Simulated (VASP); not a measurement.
# Sc2SnS (P-6m2) in VASP: single point with r2SCAN

Aim: the single point of Sc2SnS with r2SCAN.

Program: VASP 6.6.1. These are calculated values, not measurements. Logs are shortened: lines on timing, memory, paths and dates and some standing lists are left out, and cuts for length are marked.

**1. The cell of the first run**

The structure is hexagonal, space group P-6m2 (No. 187). The conventional cell has a = 3.549 Å, b = 3.549 Å, c = 7.711 Å, α = 90.00°, β = 90.00°, γ = 120.00°. Sc (site symmetry 3m) has 3 S at 2.61 Å and 3 Sn at 3.04 Å and 1 Sc at 3.22 Å within 3.4 Å. Sn (site symmetry -6m2) has 6 Sc at 3.04 Å and 6 Sn at 3.55 Å within 4.0 Å. S (site symmetry -6m2) has 6 Sc at 2.61 Å within 3.4 Å.

**2. Single point, r2SCAN**

POSCAR reads:

```
Sc2SnS
1.0
    3.5485611734      0.0000000000      0.0000000000
   -1.7742805867      3.0731441230      0.0000000000
    0.0000000000      0.0000000000      7.7114670000
Sc Sn S
2 1 1
Direct
    0.6666666667      0.3333333333      0.2910570000
    0.6666666667      0.3333333333      0.7089430000
    0.0000000000      0.0000000000      0.0000000000
    0.3333333333      0.6666666667      0.5000000000
```

INCAR.step1 reads:

```
  PREC = Accurate
  ENCUT = 520
  ISMEAR = 0
  SIGMA = 0.1
  LREAL = F
  LASPH = T
  NELM = 60
  NBANDS = 29
  GGA = PE
  ALGO = Normal
  EDIFF = 1E-4
  LWAVE = T
  LCHARG = F
```

INCAR.step2 reads:

```
  PREC = Accurate
  ENCUT = 520
  EDIFF = 1E-7
  ISMEAR = 0
  SIGMA = 0.1
  LREAL = F
  LASPH = T
  NELM = 60
  ALGO = Normal
  ISIF = 2
  LWAVE = F
  LCHARG = F
  METAGGA = R2SCAN
  LMIXTAU = T
  NBANDS = 29
  ISTART = 1
```

KPOINTS reads:

```
regular mesh
0
Gamma
  18 18 6
```

Potentials or basis: VASP PAW PBE potentials, release 64 (Sc_sv, Sn_d, S).

On the command line:

```
cat potpaw_PBE.64/Sc_sv/POTCAR potpaw_PBE.64/Sn_d/POTCAR potpaw_PBE.64/S/POTCAR > POTCAR
cp INCAR.step1 INCAR
mpirun -np 1 vasp_std > vasp.out
cp INCAR.step2 INCAR
mpirun -np 1 vasp_std > vasp.out
```

OUTCAR:

```text
PREC = Accurate
   ENCUT = 520
   EDIFF = 1E-7
   ISMEAR = 0
   LREAL = F
   LASPH = T
   NELM = 60
   ISIF = 2
   METAGGA = R2SCAN
   ISTART = 1

 ion  position               nearest neighbor table
   1  0.667  0.333  0.291-   4 2.61   4 2.61   4 2.61   3 3.04   3 3.04   3 3.04   2 3.22
   2  0.667  0.333  0.709-   4 2.61   4 2.61   4 2.61   3 3.04   3 3.04   3 3.04   1 3.22
   3  0.000  0.000  0.000-   1 3.04   2 3.04   1 3.04   2 3.04   1 3.04   2 3.04
   4  0.333  0.667  0.500-   1 2.61   2 2.61   1 2.61   2 2.61   1 2.61   2 2.61

  LATTYP: Found a hexagonal cell.
 ALAT       =     3.5485611734
 C/A-ratio  =     2.1731250000

  Lattice vectors:

 A1 = (   3.5485611734,   0.0000000000,   0.0000000000)
 A2 = (  -1.7742805867,   3.0731441230,   0.0000000000)
 A3 = (   0.0000000000,   0.0000000000,   7.7114670000)

Analysis of symmetry for initial positions (statically):
=====================================================================
 Subroutine PRICEL returns:
 Original cell was already a primitive cell.

 Routine SETGRP: Setting up the symmetry group for a
 hexagonal supercell.

 Subroutine GETGRP returns: Found 12 space group operations
 (whereof 12 operations were pure point group operations)
 out of a pool of 24 trial point group operations.

The static configuration has the point symmetry D_3h.

Analysis of symmetry for dynamics (positions and initial velocities):
=====================================================================
 Subroutine PRICEL returns:
 Original cell was already a primitive cell.

 Routine SETGRP: Setting up the symmetry group for a
 hexagonal supercell.

 Subroutine GETGRP returns: Found 12 space group operations
 (whereof 12 operations were pure point group operations)
 out of a pool of 24 trial point group operations.

The dynamic configuration has the point symmetry D_3h.

 Subroutine INISYM returns: Found 12 space group operations
 (whereof 12 operations are pure point group operations),
 and found     1 'primitive' translations

----------------------------------------------------------------------------------------

                                     Primitive cell

  volume of cell :      84.0954

  direct lattice vectors                    reciprocal lattice vectors
     3.548561173  0.000000000  0.000000000     0.281804357  0.162699821  0.000000000
    -1.774280587  3.073144123  0.000000000     0.000000000  0.325399643  0.000000000
     0.000000000  0.000000000  7.711467000     0.000000000  0.000000000  0.129677012

  length of vectors
     3.548561173  3.548561173  7.711467000     0.325399643  0.325399643  0.129677012

  position of ions in fractional coordinates (direct lattice)
     0.666666667  0.333333333  0.291057000
     0.666666667  0.333333333  0.708943000
     0.000000000  0.000000000  0.000000000
     0.333333333  0.666666667  0.500000000

  ion indices of the primitive-cell ions
   primitive index   ion index
                 1           1
                 2           2
                 3           3
                 4           4

----------------------------------------------------------------------------------------

 KPOINTS: regular mesh

Automatic generation of k-mesh.
 Grid dimensions read from file:
 generate k-points for:   18   18    6

 Generating k-lattice:

  Cartesian coordinates                     Fractional coordinates (reciprocal lattice)
     0.015655798  0.009038879  0.000000000     0.055555556  0.000000000  0.000000000
     0.000000000  0.018077758  0.000000000     0.000000000  0.055555556  0.000000000
     0.000000000  0.000000000  0.021612835     0.000000000  0.000000000  0.166666667

  Length of vectors
     0.018077758  0.018077758  0.021612835

  Shift w.r.t. Gamma in fractional coordinates (k-lattice)
     0.000000000  0.000000000  0.000000000

 Subroutine IBZKPT returns following result:
 ===========================================

 Found    148 irreducible k-points:

 Following reciprocal coordinates:
            Coordinates               Weight
  0.000000  0.000000  0.000000      1.000000
  0.055556  0.000000  0.000000      6.000000
  0.111111  0.000000  0.000000      6.000000
  0.166667  0.000000  0.000000      6.000000
  0.222222  0.000000  0.000000      6.000000
  0.277778  0.000000  0.000000      6.000000
[... 16 lines left out ...]
  0.333333  0.111111  0.000000     12.000000
  0.388889  0.111111  0.000000     12.000000
 [... further k-points ...]
   k-points           NKPTS =    148   k-points in BZ     NKDIM =    148   number of bands    NBANDS=     29
   number of dos      NEDOS =    301   number of ions     NIONS =      4
   total plane-waves  NPLWV =  47040
   dimension x,y,z NGX =    28 NGY =   28 NGZ =   60
   dimension x,y,z NGXF=    56 NGYF=   56 NGZF=  120
   ions per type =               2   1   1
   NGX,Y,Z   is equivalent  to a cutoff of  13.12, 13.12, 12.93 a.u.
   NGXF,Y,Z  is equivalent  to a cutoff of  26.24, 26.24, 25.87 a.u.
 SYSTEM =  unknown system
   PREC   = accura    normal or accurate (medium, high low for compatibility)
   ISTART =      1    job   : 0-new  1-cont  2-samecut
   ICHARG =      0    charge: 1-file 2-atom 10-const
   ISPIN  =      1    spin polarized calculation?
   LNONCOLLINEAR =      F non collinear calculations
   LSORBIT =      F    spin-orbit coupling
   LASPH  =      T    aspherical Exc in radial PAW
   ENCUT  =  520.0 eV  38.22 Ry    6.18 a.u.   6.60  6.60 14.34*2*pi/ulx,y,z
   NELM   =     60;   NELMIN=  2; NELMDL=  0     # of ELM steps
   EDIFF  = 0.1E-06   stopping-criterion for ELM
   LREAL  =      F    real-space projection
   EDIFFG = 0.1E-05   stopping-criterion for IOM
   NSW    =      0    number of steps for IOM
   IBRION =     -1    ionic relax: 0-MD 1-quasi-New 2-CG
   NFREE  =      0    steps in history (QN), initial steepest desc. (CG)
   ISIF   =      2    stress and relaxation
   ISYM   =      2    0-nonsym 1-usesym 2-fastsym
   POTIM  = 0.5000    time-step for ionic-motion
   TEBEG  =    0.0;   TEEND  =   0.0 temperature during run
   PSTRESS=    0.0 pullay stress
   NELECT =      42.0000    total number of electrons
   NUPDOWN=      -1.0000    fix difference up-down
   EMIN   =  10.00;   EMAX   =-10.00  energy-range for DOS
   EFERMI =   0.00;   METHOD = LEGACY
   ISMEAR =     0;   SIGMA  =   0.10  broadening in eV -4-tet -1-fermi 0-gaus
   EFERMI_NEDOS =   21; number of points for ismear=-14 and -15
   IALGO  =     38    algorithm
   IMIX   =      4    mixing-type and parameters
     AMIX     =   0.40;   BMIX     =  1.00
     AMIX_MAG =   1.60;   BMIX_MAG =  1.00
  volume/ion in A,a.u.               =      21.02       141.88
  Fermi-wavevector in a.u.,A,eV,Ry     =   1.298874  2.454517 22.954048  1.687075
  Thomas-Fermi vector in A             =   2.430175
   LORBIT       =      0    0 simple, 1 ext, 2 COOP (PROOUT), +10 PAW based schemes
   METAGGA = R2SCAN    functional components
   LHFCALC =     F    Hartree Fock is set to
   AEXX    =    0.0000 exact exchange contribution
   IVDW    =     0    specifies the selected vdW correction
   LEPSILON=     F    determine dielectric tensor
   LRPA    =     F    only Hartree local field effects (RPA)
 non-spin polarized calculation
 Gauss-broadening in eV      SIGMA  =   0.10
  energy-cutoff  :      520.00
  volume of cell :       84.10
 maximum number of plane-waves:      2309
 NGX is ok and might be reduce to    28
   NGX = 13   NGY = 13   NGZ = 29

 number of electron      41.9999998 magnetization

 Free energy of the ion-electron system (eV)
  ---------------------------------------------------
  ext. energy  EPLUGINS =         0.00000000
  ---------------------------------------------------
  free energy    TOTEN  =       -60.73818363 eV

  energy without entropy =      -60.72140786  energy(sigma->0) =      -60.72979574

 E-fermi :   7.0147     XC(G=0): -11.2554

 val. band max:        7.0114330918   @ k =   0.1667   0.0556   0.1667
 cond. band min:       7.0159062217   @ k =   0.4444   0.0000   0.5000
 fundamental gap:      0.0044731300
 Fermi energy:         7.0146826702

 k-point     1 :       0.0000    0.0000    0.0000
  band No.  band energies     occupation
      1     -45.0989      2.00000
      2     -45.0849      2.00000
      3     -22.8505      2.00000
      4     -22.7503      2.00000
      5     -22.7503      2.00000
      6     -22.7343      2.00000
[... 21 lines left out ...]
     28       9.5015      0.00000
     29       9.5015      0.00000

 k-point     2 :       0.0556    0.0000    0.0000
  band No.  band energies     occupation
      1     -45.0984      2.00000
      2     -45.0845      2.00000
      3     -22.8492      2.00000
      4     -22.7554      2.00000
      5     -22.7514      2.00000
      6     -22.7389      2.00000
[... 21 lines left out ...]
     28       9.4538      0.00000
     29       9.5689      0.00000

 k-point     3 :       0.1111    0.0000    0.0000
  band No.  band energies     occupation
      1     -45.0970      2.00000
      2     -45.0832      2.00000
      3     -22.8458      2.00000
      4     -22.7698      2.00000
      5     -22.7547      2.00000
      6     -22.7523      2.00000
[... 21 lines left out ...]
     28       9.6268      0.00000
     29       9.7293      0.00000

 k-point     4 :       0.1667    0.0000    0.0000
  band No.  band energies     occupation
      1     -45.0949      2.00000
      2     -45.0812      2.00000
      3     -22.8411      2.00000
      4     -22.7912      2.00000
      5     -22.7726      2.00000
      6     -22.7597      2.00000
[... 21 lines left out ...]
     28       9.8961      0.00000
     29       9.9060      0.00000

 k-point     5 :       0.2222    0.0000    0.0000
  band No.  band energies     occupation
      1     -45.0924      2.00000
      2     -45.0788      2.00000
      3     -22.8391      2.00000
      4     -22.8136      2.00000
      5     -22.7974      2.00000
      6     -22.7658      2.00000
[... 21 lines left out ...]
     28       9.9915      0.00000
     29      10.2380      0.00000
[... 510 lines left out ...]
     28       9.7341      0.00000
     29      10.4928      0.00000

 k-point    22 :       0.2778    0.1111    0.0000
  band No.  band energies     occupation
      1     -45.0864      2.00000
      2     -45.0731      2.00000
      3     -22.8793      2.00000
      4     -22.8477      2.00000
      5     -22.8124      2.00000
      6     -22.7879      2.00000
[... 21 lines left out ...]
     28       9.8750      0.00000
     29      10.2984      0.00000

 k-point    23 :       0.3333    0.1111    0.0000
  band No.  band energies     occupation
      1     -45.0844      2.00000
      2     -45.0712      2.00000
      3     -22.8976      2.00000
      4     -22.8649      2.00000
      5     -22.8077      2.00000
      6     -22.7942      2.00000
[... 21 lines left out ...]
     28       9.9896      0.00000
     29      10.2160      0.00000

 k-point    24 :       0.3889    0.1111    0.0000
  band No.  band energies     occupation
      1     -45.0831      2.00000
      2     -45.0700      2.00000
      3     -22.9097      2.00000
      4     -22.8760      2.00000
      5     -22.8046      2.00000
      6     -22.7982      2.00000
[... 21 lines left out ...]
     28       9.9284      0.00000
     29      10.3022      0.00000

 [... further k-points ...]

------------------------ aborting loop because EDIFF is reached ----------------------------------------

  FORCE on cell =-STRESS in cart. coord.  units (eV):
  Direction    XX          YY          ZZ          XY          YZ          ZX
  --------------------------------------------------------------------------------------
  -------------------------------------------------------------------------------------
  Total        0.0542208      0.0542208     -0.6242184      0.0000000      0.0000000      0.0000000
  in kB        1.0330096      1.0330096    -11.8925474      0.0000000      0.0000000      0.0000000
  external PRESSURE =      -3.2755094 kB  Pullay stress =       0.0000000 kB

 VOLUME and BASIS-vectors are now :
 -----------------------------------------------------------------------------
  energy-cutoff  :      520.00
  volume of cell :       84.10
      direct lattice vectors                 reciprocal lattice vectors
     3.548561173  0.000000000  0.000000000     0.281804357  0.162699821  0.000000000
    -1.774280587  3.073144123  0.000000000     0.000000000  0.325399643  0.000000000
     0.000000000  0.000000000  7.711467000     0.000000000  0.000000000  0.129677012

 POSITION                                       TOTAL-FORCE (eV/Angst)
 -----------------------------------------------------------------------------------
      1.77428      1.02438      2.24448        -0.000000      0.000000     -0.134235
      1.77428      1.02438      5.46699        -0.000000      0.000000      0.134235
      0.00000      0.00000      0.00000         0.000000     -0.000000      0.000000
     -0.00000      2.04876      3.85573        -0.000000     -0.000000      0.000000
 -----------------------------------------------------------------------------------
    total drift:                               -0.000001      0.000001      0.000000

  FREE ENERGIE OF THE ION-ELECTRON SYSTEM (eV)
  ---------------------------------------------------
  free  energy   TOTEN  =       -60.7381836320 eV

  energy  without entropy=      -60.7214078552  energy(sigma->0) =      -60.72979574
```

Run time: 15 min. Hardware: 1 thread of Intel Xeon 6975P-C (Granite Rapids), shared host; peak memory 0.48 GiB.

What came out:

* Free energy: -60.7382 eV
* Pressure: -0.3 GPa
* Largest force: 0.134 eV/Å
* Band gap on the k mesh: zero (band 21 reaches 7.85 eV, above the bottom of band 22 at 6.68 eV)

Forces in eV/Å, atoms in the order of the input:
```
Sc   0.000  0.000 -0.134
Sc   0.000  0.000  0.134
Sn   0.000  0.000  0.000
S    0.000  0.000  0.000
```

Caveat: the PAW data sets were made with another functional, which shifts forces and pressure a little; spin-orbit coupling is left out, which moves the levels of the heavy elements.
